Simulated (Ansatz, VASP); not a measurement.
## Ge in VASP and in Ansatz

INCAR

```
PREC = Accurate ; ENCUT = 520
EDIFF = 1E-6 ; ISMEAR = -1
SIGMA = 0.1 ; LREAL = F
LASPH = T ; NELM = 80
ALGO = Normal ; ISIF = 2
LWAVE = F ; LCHARG = T
GGA = RP ; LELF = T
LVHAR = T ; NBANDS = 13
```

File KPOINTS:

```
Automatic mesh
0
Gamma
  14 14 14
```

POSCAR

```
Ge
1.0
    0.0000000000      2.2401112540      2.2401112540
    2.2401112540      0.0000000000      2.2401112540
    2.2401112540      2.2401112540      0.0000000000
Ge
1
Direct
    0.0000000000      0.0000000000      0.0000000000
```

Input for Ansatz:

```yaml
crystal:
  lattice:
    - [0.0, 2.240111254, 2.240111254]
    - [2.240111254, 0.0, 2.240111254]
    - [2.240111254, 2.240111254, 0.0]
  atoms:
    - { symbol: Ge, position: [0.0, 0.0, 0.0] }
hamiltonian:
  xc: rpbe
  pseudopotentials:
    kind: paw
    azcp:
      Ge: "pseudopotentials/Ge.paw.azcp"
basis:
  ecutwfc: 420
  fft_grid_basis: typed
kpoints:
  mp_grid: { grid: [14, 14, 14], shift: [0, 0, 0] }
magnetization:
  spin_polarized: false
scf:
  occupations: { method: fermi_dirac, width: 0.1 }
  lower_state_search: "off"
output:
  stress: true
```

Alike in both runs: task single point; functional RPBE; k mesh 14 × 14 × 14; occupations fermi-dirac, width 0.1 eV; no spin polarisation.

|  | VASP | Ansatz |
| --- | --- | --- |
| version | VASP 6.6.1 | Ansatz 0.2.0 |
| potentials or method | VASP PAW PBE potentials, release 64 (Ge_d), cutoff 520 eV | plane waves (420 eV) with PAW, scalar-relativistic |
| valence electrons in the cell | 14 | 14 |

|  | VASP | Ansatz | Ansatz less VASP |
| --- | --- | --- | --- |
| pressure (GPa) | -5.1 | -5.0 | +0.12 |

VASP's potentials were made for PBE, not for RPBE.
